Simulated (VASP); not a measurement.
# BeCd (Pm-3m) in VASP: notebook, part 2 of 2

VASP 6.6.1. The steps go on from the part before.

## 3. Relaxation of cell and atoms, PBE

This run uses another cell than the first one, of 16.14 Å³/atom.

Contents of INCAR:

```
SYSTEM = BeCd
PREC     = Accurate       ! precision mode
ENCUT    = 600            ! plane-wave cutoff, eV
EDIFF    = 1E-6           ! SCF threshold, eV
ISMEAR   = 0              ! smearing method
SIGMA    = 0.1            ! smearing width, eV
LREAL    = .FALSE.        ! projectors in reciprocal space
LASPH    = .TRUE.         ! aspherical terms in the spheres
NELM     = 100            ! most SCF steps
ALGO     = Normal         ! electronic algorithm
ISIF     = 3              ! what is computed and relaxed
LWAVE    = .FALSE.        ! write WAVECAR
LCHARG   = .FALSE.        ! write CHGCAR
GGA      = PE             ! functional
IBRION   = 2              ! ionic algorithm
NSW      = 100            ! ionic steps
EDIFFG   = -0.01          ! ionic threshold
```

Contents of KPOINTS:

```
regular mesh
0
G
  18 18 18
  0 0 0
```

Contents of POSCAR:

```
BeCd
1.0
    3.1842076200      0.0000000000      0.0000000000
    0.0000000000      3.1842076200      0.0000000000
    0.0000000000      0.0000000000      3.1842076200
Be Cd
1 1
Direct
    0.0000000000      0.0000000000      0.0000000000
    0.5000000000      0.5000000000      0.5000000000
```

Potentials or basis: VASP PAW PBE potentials, release 64 (Be, Cd).

Launch:

```
> cat potpaw_PBE.64/Be/POTCAR potpaw_PBE.64/Cd/POTCAR > POTCAR
> mpirun -np 1 vasp_std > vasp.out
```

OUTCAR:

```text
SYSTEM = BeCd
   PREC = Accurate
   ENCUT = 600
   EDIFF = 1E-6
   ISMEAR = 0
   LREAL = .FALSE.
   LASPH = .TRUE.
   NELM = 100
   ISIF = 3
   GGA = PE
   IBRION = 2
   NSW = 100
   EDIFFG = -0.01

 ion  position               nearest neighbor table
   1  0.000  0.000  0.000-   2 2.76   2 2.76   2 2.76   2 2.76   2 2.76   2 2.76   2 2.76   2 2.76

   2  0.500  0.500  0.500-   1 2.76   1 2.76   1 2.76   1 2.76   1 2.76   1 2.76   1 2.76   1 2.76

  LATTYP: Found a simple cubic cell.
 ALAT       =     3.1842076200

  Lattice vectors:

 A1 = (   3.1842076200,   0.0000000000,   0.0000000000)
 A2 = (   0.0000000000,   3.1842076200,   0.0000000000)
 A3 = (   0.0000000000,   0.0000000000,   3.1842076200)

Analysis of symmetry for initial positions (statically):
=====================================================================
 Subroutine PRICEL returns:
 Original cell was already a primitive cell.

 Routine SETGRP: Setting up the symmetry group for a
 simple cubic supercell.

 Subroutine GETGRP returns: Found 48 space group operations
 (whereof 48 operations were pure point group operations)
 out of a pool of 48 trial point group operations.

The static configuration has the point symmetry O_h .

Analysis of symmetry for dynamics (positions and initial velocities):
=====================================================================
 Subroutine PRICEL returns:
 Original cell was already a primitive cell.

 Routine SETGRP: Setting up the symmetry group for a
 simple cubic supercell.

 Subroutine GETGRP returns: Found 48 space group operations
 (whereof 48 operations were pure point group operations)
 out of a pool of 48 trial point group operations.

The dynamic configuration has the point symmetry O_h .

 Subroutine INISYM returns: Found 48 space group operations
 (whereof 48 operations are pure point group operations),
 and found     1 'primitive' translations

----------------------------------------------------------------------------------------

                                     Primitive cell

  volume of cell :      32.2852

  direct lattice vectors                    reciprocal lattice vectors
     3.184207620  0.000000000  0.000000000     0.314049873  0.000000000  0.000000000
     0.000000000  3.184207620  0.000000000     0.000000000  0.314049873  0.000000000
     0.000000000  0.000000000  3.184207620     0.000000000  0.000000000  0.314049873

  length of vectors
     3.184207620  3.184207620  3.184207620     0.314049873  0.314049873  0.314049873

  position of ions in fractional coordinates (direct lattice)
     0.000000000  0.000000000  0.000000000
     0.500000000  0.500000000  0.500000000

  ion indices of the primitive-cell ions
   primitive index   ion index
                 1           1
                 2           2

----------------------------------------------------------------------------------------

 KPOINTS: regular mesh

Automatic generation of k-mesh.
 Grid dimensions read from file:
[... 48 lines left out ...]
   number of dos      NEDOS =    301   number of ions     NIONS =      2
   total plane-waves  NPLWV =  21952
   dimension x,y,z NGX =    28 NGY =   28 NGZ =   28
   dimension x,y,z NGXF=    56 NGYF=   56 NGZF=   56
   ions per type =               1   1
   NGX,Y,Z   is equivalent  to a cutoff of  14.62, 14.62, 14.62 a.u.
   NGXF,Y,Z  is equivalent  to a cutoff of  29.24, 29.24, 29.24 a.u.
 SYSTEM =  BeCd
   PREC   = accura    normal or accurate (medium, high low for compatibility)
   ISTART =      0    job   : 0-new  1-cont  2-samecut
   ICHARG =      2    charge: 1-file 2-atom 10-const
   ISPIN  =      1    spin polarized calculation?
   LNONCOLLINEAR =      F non collinear calculations
   LSORBIT =      F    spin-orbit coupling
   LASPH  =      T    aspherical Exc in radial PAW
   ENCUT  =  600.0 eV  44.10 Ry    6.64 a.u.   6.36  6.36  6.36*2*pi/ulx,y,z
   NELM   =    100;   NELMIN=  2; NELMDL= -5     # of ELM steps
   EDIFF  = 0.1E-05   stopping-criterion for ELM
   LREAL  =      F    real-space projection
   EDIFFG = -.1E-01   stopping-criterion for IOM
   NSW    =    100    number of steps for IOM
   IBRION =      2    ionic relax: 0-MD 1-quasi-New 2-CG
   NFREE  =      1    steps in history (QN), initial steepest desc. (CG)
   ISIF   =      3    stress and relaxation
   ISYM   =      2    0-nonsym 1-usesym 2-fastsym
   POTIM  = 0.5000    time-step for ionic-motion
   TEBEG  =    0.0;   TEEND  =   0.0 temperature during run
   PSTRESS=    0.0 pullay stress
   NELECT =      14.0000    total number of electrons
   NUPDOWN=      -1.0000    fix difference up-down
   EMIN   =  10.00;   EMAX   =-10.00  energy-range for DOS
   EFERMI =   0.00;   METHOD = LEGACY
   ISMEAR =     0;   SIGMA  =   0.10  broadening in eV -4-tet -1-fermi 0-gaus
   EFERMI_NEDOS =   21; number of points for ismear=-14 and -15
   IALGO  =     38    algorithm
   IMIX   =      4    mixing-type and parameters
     AMIX     =   0.40;   BMIX     =  1.00
     AMIX_MAG =   1.60;   BMIX_MAG =  1.00
  volume/ion in A,a.u.               =      16.14       108.94
  Fermi-wavevector in a.u.,A,eV,Ry     =   1.239128  2.341612 20.890901  1.535438
  Thomas-Fermi vector in A             =   2.373624
   LORBIT       =      0    0 simple, 1 ext, 2 COOP (PROOUT), +10 PAW based schemes
   GGA     = PE    functional components
   LHFCALC =     F    Hartree Fock is set to
   AEXX    =    0.0000 exact exchange contribution
   IVDW    =     0    specifies the selected vdW correction
   LEPSILON=     F    determine dielectric tensor
   LRPA    =     F    only Hartree local field effects (RPA)
 conjugate gradient relaxation of ions
 non-spin polarized calculation
 Gauss-broadening in eV      SIGMA  =   0.10
  energy-cutoff  :      600.00
  volume of cell :       32.29
 maximum number of plane-waves:      1108
 NGX is ok and might be reduce to    28
   NGX = 13   NGY = 13   NGZ = 13

--------------------------------------- Ionic step        1  -------------------------------------------

 number of electron      13.9999994 magnetization

 Free energy of the ion-electron system (eV)
  ---------------------------------------------------
  ext. energy  EPLUGINS =         0.00000000
  ---------------------------------------------------
  free energy    TOTEN  =        -3.41621122 eV

  energy without entropy =       -3.41303806  energy(sigma->0) =       -3.41462464

------------------------ aborting loop because EDIFF is reached ----------------------------------------

  FORCE on cell =-STRESS in cart. coord.  units (eV):
  Direction    XX          YY          ZZ          XY          YZ          ZX
  --------------------------------------------------------------------------------------
  -------------------------------------------------------------------------------------
  Total       -0.9634202     -0.9634202     -0.9634202      0.0000000      0.0000000      0.0000000
  in kB      -47.8103779    -47.8103779    -47.8103779      0.0000000      0.0000000      0.0000000
  external PRESSURE =     -47.8103779 kB  Pullay stress =       0.0000000 kB
[... 59 lines left out ...]
--------------------------------------- Ionic step        3  -------------------------------------------

 number of electron      14.0000008 magnetization

 Free energy of the ion-electron system (eV)
  ---------------------------------------------------
  ext. energy  EPLUGINS =         0.00000000
  ---------------------------------------------------
  free energy    TOTEN  =        -3.45219133 eV

  energy without entropy =       -3.44895204  energy(sigma->0) =       -3.45057168

 E-fermi :   4.7307     XC(G=0): -10.9711

 val. band max:        4.7261899325   @ k =   0.2222   0.1667   0.1667
 cond. band min:       4.7366827336   @ k =   0.4444   0.3889   0.1111
 fundamental gap:      0.0104928010
 Fermi energy:         4.7307407581

 k-point     1 :       0.0000    0.0000    0.0000
  band No.  band energies     occupation
      1      -5.6237      2.00000
      2      -5.5479      2.00000
      3      -5.5479      2.00000
      4      -4.5203      2.00000
      5      -4.5203      2.00000
      6      -4.5203      2.00000
      7       7.3485      0.00000
      8       7.3485      0.00000
      9       7.3485      0.00000
     10      13.2530      0.00000
     11      13.4242      0.00000
[... 309 lines left out ...]
 k-point    24 :       0.3333    0.1111    0.0000
  band No.  band energies     occupation
      1      -5.4161      2.00000
      2      -5.2285      2.00000
      3      -4.9492      2.00000
      4      -4.8188      2.00000
      5      -4.5348      2.00000
      6      -3.4200      2.00000
      7       1.8958      2.00000
      8       8.0606      0.00000
      9       9.4375      0.00000
     10      12.9685      0.00000
     11      14.4879      0.00000

 [... further k-points ...]
[... 5 lines left out ...]
  --------------------------------------------------------------------------------------
  -------------------------------------------------------------------------------------
  Total       -0.0176431     -0.0176431     -0.0176431     -0.0000000     -0.0000000      0.0000000
  in kB       -0.9414543     -0.9414543     -0.9414543     -0.0000000     -0.0000000      0.0000000
  external PRESSURE =      -0.9414543 kB  Pullay stress =       0.0000000 kB
[... 17 lines left out ...]
  FREE ENERGIE OF THE ION-ELECTRON SYSTEM (eV)
  ---------------------------------------------------
  free  energy   TOTEN  =        -3.4521913257 eV

  energy  without entropy=       -3.4489520374  energy(sigma->0) =       -3.45057168

 reached required accuracy - stopping structural energy minimisation
```

Run time: 1.9 min. Hardware: 1 thread of Oxide Virtual Turin-like, shared host; peak memory 0.22 GiB.

What came out:

```yaml
Free_energy: -3.4522 eV
Relaxed_volume: 15.01 Å³/atom
Relaxed_cell: a = 3.108 Å, b = 3.108 Å, c = 3.108 Å, α = 90.00°, β = 90.00°, γ = 90.00°
Space_group_after_relaxing_to_0.1_Å: Pm-3m (No. 221)
Energy_gained_by_relaxing: 18.0 meV/atom
Ionic_steps: 3
Pressure_after_relaxing: -0.1 GPa
Band_gap_on_the_k_mesh: zero (bands 7 and 8 overlap by 3.53 eV)
```

Step by step:
```
step  energy change (eV)  largest force (eV/Å)  pressure (GPa)  volume (Å³)
   1              0.0000                0.0000           -4.78        32.29
   2             -0.0359                0.0000           -0.16        30.09
   3             -0.0360                0.0000           -0.09        30.03
```

Final structure:
```yaml
crystal:
  lattice:
    - [3.10810, 0.00000, 0.00000]
    - [0.00000, 3.10810, 0.00000]
    - [0.00000, 0.00000, 3.10810]
  atoms:
    - { symbol: Be, position: [0.00000, 0.00000, 0.00000] }
    - { symbol: Cd, position: [0.50000, 0.50000, 0.50000] }
```
